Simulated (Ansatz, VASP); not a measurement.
Two plane-wave programs on HfBe3

```xyz
4
Lattice="3.6774 0.0000 0.0000 0.0000 3.6774 0.0000 0.0000 0.0000 3.6774" Properties=species:S:1:pos:R:3 pbc="T T T"
Hf    0.0000    0.0000    0.0000
Be    0.0000    1.8387    1.8387
Be    1.8387    0.0000    1.8387
Be    1.8387    1.8387    0.0000
```

Alike in both runs: functional PBE; k mesh 12 × 12 × 12; occupations gaussian, width 0.1 eV; no spin polarisation.

Ansatz relaxed the structure, and its values are those at the end. VASP's run is a single point on that final structure, the one shown.

```csv
,VASP,Ansatz
version,VASP 6.6.1,Ansatz 0.2.0
potentials or method,"VASP PAW PBE potentials, release 64 (Hf_pv, Be), cutoff 520 eV","scalar-relativistic, plane waves, PAW"
valence electrons in the cell,16,32
```

VASP gave:

* gap on the k mesh at the Fermi level (eV): none
* pressure (GPa): 0.3

**Question.** Which values does Ansatz return?

**Answer.** gap on the k mesh at the Fermi level (eV): none; pressure (GPa): 0.0.

A gap of «none» marks a metal or a gap that the smearing closes. With one functional, cell and mesh, what is left measures potentials, basis and numerics. VASP's potentials hold 16 valence electrons a cell and Ansatz's 32, so a difference there can come from the potentials and not from the codes.

Neither program's run includes spin-orbit coupling.
